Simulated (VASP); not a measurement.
Au: single point with PBE

The system is Au.

```
CELL_PARAMETERS angstrom
3.00156 -0.01867 0.38552
-0.03252 2.99962 0.39944
-0.52854 -0.55016 4.08837
ATOMIC_POSITIONS crystal
Au 0.25000 0.25000 0.75000
Au 0.75000 0.75000 0.25000
```

This cell differs from its parent crystal: volume scaled by 1.06, then relaxed in part.

| Item | Value |
| --- | --- |
| Program | VASP 6.6.1 |
| Task | single point |
| Functional | PBE |
| Potentials or basis | VASP PAW PBE potentials, release 64 (Au) |
| Cutoff | 520 eV |
| k mesh | 14 × 14 × 10 |
| Occupations | gaussian, width 0.1 eV |
| Spin | no spin polarisation |

```yaml
Pressure: -7.0 GPa
Band_gap_on_the_k_mesh: zero (band 11 reaches 11.72 eV, above the bottom of band 12 at 5.22 eV)
```

Stress tensor (GPa, compression positive):
```
-6.92  0.00  0.01
 0.00 -6.92  0.01
 0.01  0.01 -7.01
```

Levels at points of the mesh, in eV from the Fermi level:
```
           k point  band 7  band 8  band 9  band 10  band 11  band 12  band 13  band 14  band 15  band 16
(0.00, 0.00, 0.00)   -3.02   -2.80   -1.96    -1.65    -1.65     1.62     5.32     9.36     9.36    14.62
(0.50, 0.00, 0.00)   -3.40   -3.40   -2.95    -2.95    -0.53    -0.53     8.27     8.27     9.68     9.68
(0.50, 0.50, 0.00)   -1.74   -1.74   -1.59    -1.59     1.17     1.17     4.72     4.72     9.84     9.84
(0.00, 0.00, 0.50)   -3.18   -3.18   -3.18    -3.18    -2.51    -2.51    13.78    13.78    13.78    13.78
(0.50, 0.00, 0.50)   -1.97   -1.97   -1.87    -1.87    -0.46    -0.46     2.51     2.51    13.99    13.99
(0.50, 0.50, 0.50)   -2.98   -2.98   -1.74    -1.74     3.91     3.91     6.00     6.00     6.00     6.00
```

It took 2.1 min on 1 thread of Intel(R) Xeon(R) Platinum 8259CL CPU @ 2.50GHz (Skylake/Cascade Lake), on a shared host, peak memory 0.29 GiB.

Caveat: spin-orbit coupling is left out, which moves the levels of the heavy elements.
